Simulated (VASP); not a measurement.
The system is AlN.

```
Al N
1.0
     0.00000    2.03452    2.03452
     2.03452    0.00000    2.03452
     2.03452    2.03452    0.00000
Al N
1 1
Direct
  0.50000 0.50000 0.50000
  0.00000 0.00000 0.00000
```

* Program: VASP 6.6.1
* Task: relaxation of cell and atoms
* Functional: BLYP
* Dispersion: D4
* Potentials or basis: VASP PAW PBE potentials, release 64 (Al, N)
* Cutoff: 600 eV
* k mesh: 11 × 11 × 11
* Occupations: fermi-dirac, width 0.05 eV
* Spin: no spin polarisation

At the start: pressure -8.9 GPa; volume 8.42 Å³/atom.

Q: How do energy, volume and symmetry change on relaxing?

A: Over 3 steps the energy falls by 8.5 meV/atom and the volume is 8.13 Å³/atom (-3.5 %); space group Fm-3m (No. 225, to 0.05 Å).

Step by step:
| step | energy change (eV) | largest force (eV/Å) | pressure (GPa) | volume (Å³) |
| --- | --- | --- | --- | --- |
| 1 | 0.0000 | 0.0000 | -8.93 | 16.84 |
| 2 | -0.0018 | 0.0000 | 9.54 | 15.72 |
| 3 | -0.0170 | 0.0000 | -0.06 | 16.25 |

Final structure:
```
Al N
1.0
     0.00000    2.01054    2.01054
     2.01054    0.00000    2.01054
     2.01054    2.01054    0.00000
Al N
1 1
Direct
  0.50000 0.50000 0.50000
  0.00000 0.00000 0.00000
```

Caveat: the PAW data sets were made with another functional, which shifts forces and pressure a little.
